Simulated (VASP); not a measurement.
# KBr (Fm-3m) in VASP: a series of runs, part 2 of 2

VASP 6.6.1. Earlier steps stand in the parts before.

## 5. Single point, LDA

INCAR reads:

```
SYSTEM = KBr
PREC = Accurate
ENCUT = 500
EDIFF = 1E-6
ISMEAR = 0
SIGMA = 0.01
LREAL = .FALSE.
LASPH = .TRUE.
NELM = 120
ALGO = Normal
ISIF = 2
LWAVE = .FALSE.
LCHARG = .FALSE.
NBANDS = 15
GGA_COMPAT = .FALSE.
```

KPOINTS reads:

```
regular mesh
0
G
  6 6 6
  0 0 0
```

POSCAR reads:

```
KBr
1.0
    0.0000000000      3.3000000000      3.3000000000
    3.3000000000      0.0000000000      3.3000000000
    3.3000000000      3.3000000000      0.0000000000
Br K
1 1
Direct
    0.5000000000      0.5000000000      0.5000000000
    0.0000000000      0.0000000000      0.0000000000
```

Potentials or basis: VASP PAW LDA potentials, release 64 (Br, K_sv).

Command:

```sh
> cat potpaw_LDA.64/Br/POTCAR potpaw_LDA.64/K_sv/POTCAR > POTCAR
> mpirun -np 1 vasp_std > vasp.out
```

OUTCAR:

```text
SYSTEM = KBr
   PREC = Accurate
   ENCUT = 500
   EDIFF = 1E-6
   ISMEAR = 0
   LREAL = .FALSE.
   LASPH = .TRUE.
   NELM = 120
   ISIF = 2

 ion  position               nearest neighbor table
   1  0.500  0.500  0.500-   2 3.30   2 3.30   2 3.30   2 3.30   2 3.30   2 3.30
   2  0.000  0.000  0.000-   1 3.30   1 3.30   1 3.30   1 3.30   1 3.30   1 3.30

  LATTYP: Found a face centered cubic cell.
 ALAT       =     6.6000000000

  Lattice vectors:

 A1 = (   0.0000000000,   3.3000000000,   3.3000000000)
 A2 = (   3.3000000000,   0.0000000000,   3.3000000000)
 A3 = (   3.3000000000,   3.3000000000,   0.0000000000)

Analysis of symmetry for initial positions (statically):
=====================================================================
 Subroutine PRICEL returns:
 Original cell was already a primitive cell.

 Routine SETGRP: Setting up the symmetry group for a
 face centered cubic supercell.

 Subroutine GETGRP returns: Found 48 space group operations
 (whereof 48 operations were pure point group operations)
 out of a pool of 48 trial point group operations.

The static configuration has the point symmetry O_h .

Analysis of symmetry for dynamics (positions and initial velocities):
=====================================================================
 Subroutine PRICEL returns:
 Original cell was already a primitive cell.

 Routine SETGRP: Setting up the symmetry group for a
 face centered cubic supercell.

 Subroutine GETGRP returns: Found 48 space group operations
 (whereof 48 operations were pure point group operations)
 out of a pool of 48 trial point group operations.

The dynamic configuration has the point symmetry O_h .

 Subroutine INISYM returns: Found 48 space group operations
 (whereof 48 operations are pure point group operations),
 and found     1 'primitive' translations

----------------------------------------------------------------------------------------

                                     Primitive cell

  volume of cell :      71.8740

  direct lattice vectors                    reciprocal lattice vectors
     0.000000000  3.300000000  3.300000000    -0.151515152  0.151515152  0.151515152
     3.300000000  0.000000000  3.300000000     0.151515152 -0.151515152  0.151515152
[... 113 lines left out ...]
   NGX = 17   NGY = 17   NGZ = 17

 number of electron      15.9999997 magnetization

 Free energy of the ion-electron system (eV)
  ---------------------------------------------------
  ext. energy  EPLUGINS =         0.00000000
  ---------------------------------------------------
  free energy    TOTEN  =        -6.79729073 eV

  energy without entropy =       -6.79729073  energy(sigma->0) =       -6.79729073

 E-fermi :  -1.7785     XC(G=0):  -7.8862

 val. band max:       -1.9136874008   @ k =   0.0000   0.0000   0.0000
 cond. band min:       2.1243336058   @ k =   0.0000   0.0000   0.0000
 fundamental gap:      4.0380210066
 Fermi energy:        -1.7784622395

 k-point     1 :       0.0000    0.0000    0.0000
  band No.  band energies     occupation
      1     -29.3223      2.00000
      2     -14.2374      2.00000
      3     -13.0368      2.00000
      4     -13.0368      2.00000
      5     -13.0368      2.00000
      6      -1.9137      2.00000
      7      -1.9137      2.00000
      8      -1.9137      2.00000
      9       2.1243      0.00000
     10       5.4322      0.00000
     11       5.4322      0.00000
     12       5.4322      0.00000
     13       6.3056      0.00000
     14       6.3056      0.00000
[... 257 lines left out ...]
      2     -14.2042      2.00000
      3     -13.1213      2.00000
      4     -13.0911      2.00000
      5     -12.9806      2.00000
      6      -2.6584      2.00000
      7      -2.4170      2.00000
      8      -2.3859      2.00000
      9       4.3831      0.00000
     10       5.6891      0.00000
     11       6.0792      0.00000
     12       7.0726      0.00000
     13       7.9018      0.00000
     14       8.7011      0.00000
     15       9.1530      0.00000

------------------------ aborting loop because EDIFF is reached ----------------------------------------

  FORCE on cell =-STRESS in cart. coord.  units (eV):
  Direction    XX          YY          ZZ          XY          YZ          ZX
  --------------------------------------------------------------------------------------
  -------------------------------------------------------------------------------------
  Total       -0.7212013     -0.7212013     -0.7212013      0.0000000      0.0000000     -0.0000000
  in kB      -16.0766403    -16.0766403    -16.0766403      0.0000000      0.0000000     -0.0000000
  external PRESSURE =     -16.0766403 kB  Pullay stress =       0.0000000 kB

 VOLUME and BASIS-vectors are now :
 -----------------------------------------------------------------------------
  energy-cutoff  :      500.00
  volume of cell :       71.87
      direct lattice vectors                 reciprocal lattice vectors
     0.000000000  3.300000000  3.300000000    -0.151515152  0.151515152  0.151515152
     3.300000000  0.000000000  3.300000000     0.151515152 -0.151515152  0.151515152
     3.300000000  3.300000000  0.000000000     0.151515152  0.151515152 -0.151515152

 POSITION                                       TOTAL-FORCE (eV/Angst)
 -----------------------------------------------------------------------------------
      3.30000      3.30000      3.30000        -0.000000     -0.000000     -0.000000
      0.00000      0.00000      0.00000         0.000000      0.000000      0.000000
 -----------------------------------------------------------------------------------
    total drift:                                0.000000      0.000000      0.000000

  FREE ENERGIE OF THE ION-ELECTRON SYSTEM (eV)
  ---------------------------------------------------
  free  energy   TOTEN  =        -6.7972907271 eV

  energy  without entropy=       -6.7972907271  energy(sigma->0) =       -6.79729073
```

OSZICAR:

```text
N       E                     dE             d eps       ncg     rms          rms(c)
DAV:   1     0.102405898004E+03    0.10241E+03   -0.65943E+03   480   0.907E+02
DAV:   2    -0.389474151475E+00   -0.10280E+03   -0.95110E+02   634   0.244E+02
DAV:   3    -0.677298653656E+01   -0.63835E+01   -0.63519E+01   664   0.512E+01
DAV:   4    -0.698517111419E+01   -0.21218E+00   -0.21214E+00   756   0.878E+00
DAV:   5    -0.698766331668E+01   -0.24922E-02   -0.24922E-02   650   0.896E-01    0.325E+00
DAV:   6    -0.682048780941E+01    0.16718E+00   -0.18964E-01   592   0.217E+00    0.236E+00
DAV:   7    -0.679666566454E+01    0.23822E-01   -0.68226E-02   655   0.148E+00    0.115E+00
DAV:   8    -0.679724106362E+01   -0.57540E-03   -0.80785E-03   612   0.660E-01    0.179E-01
DAV:   9    -0.679721525652E+01    0.25807E-04   -0.18293E-04   642   0.803E-02    0.743E-02
DAV:  10    -0.679729092977E+01   -0.75673E-04   -0.70816E-05   557   0.464E-02    0.214E-02
DAV:  11    -0.679729072714E+01    0.20263E-06   -0.36739E-06   682   0.109E-02
   1 F= -.67972907E+01 E0= -.67972907E+01  d E =-.301719E-83
```

Wall time 26 s (1 thread of AMD EPYC 7R43 (Zen 3), shared host); peak memory 0.14 GiB.

What came out:

| Property | Result |
| --- | --- |
| Free energy | -6.7973 eV |
| Pressure | -1.6 GPa |
| Band gap on the k mesh | 4.04 eV |

As with any semilocal functional, this LDA gap is likely too small.

## 6. Single point, LDA

INCAR reads:

```
SYSTEM = KBr
ALGO = Normal
EDIFF = 1E-6
ENCUT = 500
GGA_COMPAT = .False.
ISIF = 2
ISMEAR = 0
LASPH = .True.
LCHARG = .True.
LELF = .True.
LREAL = .False.
LVHAR = .True.
LWAVE = .False.
NBANDS = 15
NELM = 120
PREC = Accurate
SIGMA = 0.005
```

KPOINTS reads:

```
k-points
0
Gamma
  6 6 6
  0 0 0
```

POSCAR is that of step 5.

Potentials or basis: VASP PAW LDA potentials, release 64 (Br, K_sv).

Command:

```sh
> cat potpaw_LDA.64/Br/POTCAR potpaw_LDA.64/K_sv/POTCAR > POTCAR
> mpirun -np 1 vasp_std > vasp.out
```

It took 30 s on 1 thread of AMD EPYC 7R43 (Zen 3), shared host; peak memory 0.14 GiB.

Results (log left out):

* Free energy: -6.7973 eV
* Pressure: -1.6 GPa
* Band gap on the k mesh: 4.04 eV

Levels at points of the mesh, in eV from the valence-band top:
```
           k point  band 4  band 5  band 6  band 7  band 8  band 9  band 10  band 11  band 12  band 13
(0.00, 0.00, 0.00)  -11.12  -11.12    0.00    0.00    0.00    4.04     7.35     7.35     7.35     8.22
(0.50, 0.00, 0.00)  -11.13  -10.89   -1.25   -0.35   -0.35    6.25     7.93     9.53     9.53     9.83
(0.50, 0.50, 0.00)  -11.16  -11.16   -0.85   -0.30   -0.30    5.56     6.86     9.14     9.19     9.46
```

## 7. The runs side by side

```csv
level,potentials or basis,k mesh,smearing,gap on the mesh (eV),pressure (GPa)
PBE,"VASP PAW PBE potentials, release 64 (Br, K_sv)",7 × 7 × 7,gaussian 0.019 eV,4.43,0.8
LDA,"VASP PAW LDA potentials, release 64 (Br, K_sv)",6 × 6 × 6,gaussian 0.05 eV,4.04,-1.6
LDA,"VASP PAW LDA potentials, release 64 (Br, K_sv)",6 × 6 × 6,gaussian 0.025 eV,4.04,-1.6
LDA,"VASP PAW LDA potentials, release 64 (Br, K_sv)",6 × 6 × 6,gaussian 0.01 eV,4.04,-1.6
LDA,"VASP PAW LDA potentials, release 64 (Br, K_sv)",6 × 6 × 6,gaussian 0.005 eV,4.04,-1.6
```

Alike in all rows: task single point; no spin polarisation; cell as given; cutoff (eV) 500.

Caveats: an odd mesh through Γ misses points on the zone boundary, where band edges can lie (at least some runs).

Total energies depend on the potentials used, so only differences within one code and one set of settings carry meaning.
